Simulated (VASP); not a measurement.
Here is a VASP 6.6.1 calculation.

INCAR

```
SYSTEM = ZrS
PREC     = Accurate       ! precision mode
ENCUT    = 520            ! plane-wave cutoff, eV
EDIFF    = 1E-6           ! SCF threshold, eV
ISMEAR   = 0              ! smearing method
SIGMA    = 0.1            ! smearing width, eV
LREAL    = .FALSE.        ! projectors in reciprocal space
LASPH    = .TRUE.         ! aspherical terms in the spheres
NELM     = 100            ! most SCF steps
ALGO     = Normal         ! electronic algorithm
ISIF     = 2              ! what is computed and relaxed
LWAVE    = .FALSE.        ! write WAVECAR
LCHARG   = .FALSE.        ! write CHGCAR
GGA      = CA             ! functional
NBANDS   = 16             ! bands
```

KPOINTS

```
regular mesh
0
G
  14 14 14
  0 0 0
```

POSCAR

```
ZrS
1.0
    0.0000000000      2.5667624774      2.5667624774
    2.5667624774      0.0000000000      2.5667624774
    2.5667624774      2.5667624774      0.0000000000
Zr S
1 1
Direct
    0.0000000000      0.0000000000      0.0000000000
    0.5000000000      0.5000000000      0.5000000000
```

Potentials or basis: VASP PAW LDA potentials, release 64 (Zr_sv, S).

Launch:

```bash
$ cat potpaw_LDA.64/Zr_sv/POTCAR potpaw_LDA.64/S/POTCAR > POTCAR
$ mpirun -np 1 vasp_std > vasp.out
```

Question: Estimate the pressure.

Answer: 0.3 GPa.

Question: What does it give for the band gap on the k mesh?

Answer: Zero (band 9 reaches 12.99 eV, above the bottom of band 10 at 9.87 eV).
